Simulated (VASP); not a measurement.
The system is In.

```
In
1.0
     3.40090    0.00000    0.00000
    -1.70045    2.94527    0.00000
     0.00000    0.00000    5.61719
In
2
Direct
  0.66667 0.33333 0.75000
  0.33333 0.66667 0.25000
```

Base run:

| Quantity | Value |
| --- | --- |
| Program | VASP 6.6.1 |
| Functional | r2SCAN |
| Potentials or basis | VASP PAW PBE potentials, release 64 (In_d) |
| Cutoff | 520 eV |
| k mesh | 9 × 9 × 5 |
| Occupations | fermi-dirac, width 0.05 eV |
| Spin | no spin polarisation |

Its results: band gap on the k mesh zero (band 13 reaches 8.85 eV, above the bottom of band 14 at 4.84 eV); pressure -2.3 GPa.

Task: The run is repeated on the same cell with these changes: functional from r2SCAN to PBE0; k mesh from 9 × 9 × 5 to 4 × 4 × 4. What comes out?

Result: Band gap on the k mesh zero (band 13 reaches 10.15 eV, above the bottom of band 14 at 3.54 eV); pressure 0.0 GPa.

Several settings changed at once, so the effect can't be laid on one alone.

Caveats: some runs use coarse meshes; the PAW data sets were made with another functional, which shifts forces and pressure a little; spin-orbit coupling is left out, which moves the levels of the heavy elements.
